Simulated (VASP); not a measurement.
BeH2:

```
Be H
1.0
    -1.34674    2.01783    2.16938
     1.34674   -2.01783    2.16938
     1.34674    2.01783   -2.16938
Be H
1 2
Direct
  0.50000 0.50000 0.00000
  0.16663 0.50000 0.66663
  0.83337 0.50000 0.33337
```

The cell was generated, and may not be a known phase.

| Property | Result |
| --- | --- |
| Program | VASP 6.6.1 |
| Task | relaxation of cell and atoms |
| Functional | PBE |
| Potentials or basis | VASP PAW PBE potentials, release 64 (Be, H_h) |
| Cutoff | 1230 eV |
| k mesh | 6 × 6 × 6 |
| Occupations | gaussian, width 0.15 eV |
| Spin | no spin polarisation |

At the start: pressure 8.3 GPa; volume 7.86 Å³/atom.

Question: How do energy, volume and symmetry change on relaxing?

Answer: Over 14 steps the energy falls by 166.2 meV/atom and the volume is 13.88 Å³/atom (+76.6 %); space group Immm (No. 71, to 0.1 Å) before and after.

Step by step:
| step | energy change (eV) | largest force (eV/Å) | pressure (GPa) | volume (Å³) |
| --- | --- | --- | --- | --- |
| 1 | 0.0000 | 0.7382 | 8.28 | 23.58 |
| 2 | -0.1790 | 0.9538 | 3.02 | 24.97 |
| 3 | -0.2490 | 1.1366 | -1.23 | 26.52 |
| 4 | -0.3809 | 0.3770 | 1.95 | 27.34 |
| 5 | -0.4018 | 0.1039 | 3.80 | 27.75 |
| 6 | -0.4020 | 0.1742 | 4.07 | 27.80 |
| 7 | -0.4329 | 0.1168 | 2.74 | 29.33 |
| 8 | -0.4585 | 0.0140 | 1.18 | 32.10 |
| 9 | -0.4623 | 0.0370 | 0.67 | 33.39 |
| 10 | -0.4630 | 0.0619 | 0.45 | 34.03 |
| 11 | -0.4751 | 0.2513 | 1.42 | 35.71 |
| 12 | -0.4753 | 0.3167 | 1.61 | 36.05 |
| 13 | -0.4842 | 0.2523 | 1.17 | 37.40 |
| 14 | -0.4987 | 0.0679 | 0.12 | 41.64 |

Final structure:
```
Be H
1.0
    -1.69829    2.64047    2.32148
     1.69829   -2.64047    2.32148
     1.69829    2.64047   -2.32148
Be H
1 2
Cartesian
  0.0000 0.0000 2.3215
  1.6983 1.3055 0.0000
  0.0000 1.3350 2.3215
```

Caveat: the k points lie up to 0.37 Å⁻¹ apart in the final cell; the volume moved by over 15 % at a fixed basis, so the end points are rough; the relaxation stopped at a loose force limit of 0.08 eV/Å, so its end isn't a converged minimum.
